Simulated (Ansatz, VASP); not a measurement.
## One calculation of AgB, two programs

INCAR

```
PREC = Accurate
ENCUT = 600
EDIFF = 1E-7
ISMEAR = 0
SIGMA = 0.1
LREAL = F
LASPH = T
NELM = 100
ALGO = Normal
ISIF = 3
LWAVE = F
LCHARG = F
GGA = PE
IBRION = 2
NSW = 90
EDIFFG = -0.04
```

File KPOINTS:

```
Automatic mesh
0
Gamma
  6 6 4
```

File POSCAR:

```
AgB
1.0
    2.6444087700      0.0000000000      0.0000000000
   -1.3222043800      2.2901251700      0.0000000000
    0.0000000000      0.0000000000      4.0795123300
Ag B
1 1
Direct
    0.3333333300      0.6666666700      0.5000000000
    0.0000000000      0.0000000000      0.0000000000
```

Input for Ansatz:

```yaml
crystal:
  lattice:
    - [2.64440877, 0.0, 0.0]
    - [-1.32220438, 2.29012517, 0.0]
    - [0.0, 0.0, 4.07951233]
  atoms:
    - { symbol: Ag, position: [0.33333333, 0.66666667, 0.5] }
    - { symbol: B, position: [0.0, 0.0, 0.0] }
basis:
  ecutwfc: 420
kpoints:
  mp_grid: { grid: [6, 6, 4] }
hamiltonian:
  xc: pbe
scf:
  occupations: { method: gaussian, width: 0.1 }
  lower_state_search: "off"
output:
  forces: true
  stress: true
  eigenvalues: true
relax:
  adjacent_minimum: "off"
  f_tol: 0.04
  max_steps: 70
  cell: { stress_tol: 0.4 }
```

Alike in both runs: task relaxation of cell and atoms; functional PBE; k mesh 6 × 6 × 4; occupations gaussian, width 0.1 eV; no spin polarisation.

|  | VASP | Ansatz |
| --- | --- | --- |
| version | VASP 6.6.1 | Ansatz 0.2.0 |
| potentials or method | VASP PAW PBE potentials, release 64 (Ag, B), cutoff 600 eV | scalar-relativistic, plane waves, PAW |
| valence electrons in the cell | 14 | 22 |

Ansatz gave:

* gap on the k mesh at the Fermi level, each at its own relaxed structure (eV): none
* relaxed volume (Å³/atom): 12.85
* relaxed cell length with the largest relative difference (Å): 3.206

Q: Estimate VASP's values.

A: gap on the k mesh at the Fermi level, each at its own relaxed structure (eV): none; relaxed volume (Å³/atom): 12.43; relaxed cell length with the largest relative difference (Å): 2.866.

A gap of «none» marks a metal or a gap that the smearing closes. One of these differences is far larger than is usual between the two programs; its cause wasn't traced. VASP's potentials hold 14 valence electrons a cell and Ansatz's 22, so a difference there can come from the potentials and not from the codes.

The k mesh is coarse, so the values compare programs but aren't converged.
